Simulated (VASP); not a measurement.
Wanted: the native input for a VASP 6.6.1 run.

```
Task                   : single point
Functional             : PBE
Potentials or basis    : VASP PAW PBE potentials, release 64 (Ta_pv)
Cutoff                 : 520 eV
k mesh                 : 8 × 8 × 8
Occupations            : gaussian, width 0.1 eV
Spin                   : no spin polarisation
Dipole correction      : no
Further INCAR settings : ALGO = Fast; EDIFF = 1e-07; NBANDS = 12
```

The structure of Ta lies in POSCAR:

```
Ta
1.0
   -1.6207340000      1.6546480000      1.6292400000
    1.6978010000     -1.6261700000      1.6778290000
    1.6224360000      1.6278720000     -1.6007620000
Ta
1
Direct
    0.0019110000     -0.0235750000     -0.0041030000
```

These files were run (other wordings do the same):

INCAR

```
ALGO = Fast
EDIFF = 1E-7
ENCUT = 520
GGA = PE
ISIF = 2
ISMEAR = 0
LASPH = T
LCHARG = T
LELF = T
LREAL = F
LVHAR = T
LWAVE = F
NBANDS = 12
NELM = 60
PREC = Accurate
SIGMA = 0.1
```

KPOINTS

```
k-points
0
Gamma
  8 8 8
```

Potentials or basis: VASP PAW PBE potentials, release 64 (Ta_pv).

Command:

```bash
$ cat potpaw_PBE.64/Ta_pv/POTCAR > POTCAR
$ mpirun -np 1 vasp_std > vasp.out
```

It gave:

```json
{
  "Pressure": "1.8 GPa"
}
```

Run time: 82 s on 1 thread of AMD EPYC 7R43 64-Core Processor (Zen 3) (shared host), peak memory 0.14 GiB.
